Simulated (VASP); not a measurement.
**MgS (a.bA): single point with PBEsol**

The system is MgS (a.bA).

```
CELL_PARAMETERS angstrom
0.00000 2.59091 2.59091
2.59091 0.00000 2.59091
2.59091 2.59091 0.00000
ATOMIC_POSITIONS crystal
Mg 0.00000 0.00000 0.00000
S 0.50000 0.50000 0.50000
```

```
Program                : VASP 6.6.1
Task                   : single point
Functional             : PBEsol
Potentials or basis    : VASP PAW PBE potentials, release 64 (Mg, S)
Cutoff                 : 600 eV
k mesh                 : 8 × 8 × 8
Occupations            : gaussian, width 0.02 eV
Spin                   : no spin polarisation
Dipole correction      : no
Further INCAR settings : ALGO = Normal; EDIFF = 1e-06; NBANDS = 11
```

```yaml
Pressure: -0.2 GPa
Band_gap_on_the_k_mesh: 2.73 eV, indirect (least direct gap 3.69 eV)
```

Levels at points of the mesh, in eV from the valence-band top:
```tsv
k point	band 2	band 3	band 4	band 5	band 6	band 7
(0.00, 0.00, 0.00)	0.00	0.00	0.00	3.69	7.85	7.85
(0.50, 0.00, 0.00)	-4.96	-0.61	-0.61	4.42	6.84	6.84
(0.50, 0.50, 0.00)	-4.33	-1.74	-1.74	2.73	4.20	11.99
```

Wall time 15 s on 1 thread of Intel Xeon 6975P-C, with other jobs on the host, peak memory 0.17 GiB.

Caveat: the PAW data sets were made with another functional, which shifts forces and pressure a little. PBEsol gaps usually lie below the measured ones, often by a third to a half.
